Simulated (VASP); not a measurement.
Here is a VASP 6.6.1 calculation.

INCAR

```
PREC = Accurate
ENCUT = 660
EDIFF = 1E-8
ISMEAR = 0
SIGMA = 0.01
LREAL = F
LASPH = T
NELM = 120
ALGO = Normal
ISIF = 3
LWAVE = F
LCHARG = F
METAGGA = R2SCAN
LMIXTAU = T
IBRION = 6
NFREE = 2
POTIM = 0.015
NSW = 1
GGA_COMPAT = F
```

KPOINTS

```
regular mesh
0
Gamma
  10 10 10
```

The input POSCAR:

```
MgO
1.0
    2.1021675162      2.1021675162      0.0000000000
   -2.1021675162      2.1021675162      0.0000000000
    0.0000000000      2.1021675162      2.1021675162
Mg O
1 1
Direct
    0.0000000000      0.0000000000      0.0000000000
    0.5000000000      0.5000000000      0.0000000000
```

Potentials or basis: VASP PAW PBE potentials, release 64 (Mg, O).

Run with:

```bash
$ cat potpaw_PBE.64/Mg/POTCAR potpaw_PBE.64/O/POTCAR > POTCAR
$ mpirun -np 1 vasp_std > vasp.out
```

Task: Estimate the elastic constants C11, C12, C44.

Result: 312, 95, 158 GPa.

Task: Predict the Voigt bulk modulus.

Result: 168 GPa.

Task: Estimate the highest phonon frequency at Γ, LO-TO splitting left out.

Result: 400 cm⁻¹.

Phonon frequencies in cm⁻¹ (negative: imaginary):
```csv
q point,frequencies
"(0.000, 0.000, 0.000)",-1 -1 -1 400 400 400
```

Caveat: the cell is under stress, which shifts elastic constants; the PAW data sets were made with another functional, which shifts forces and pressure a little.
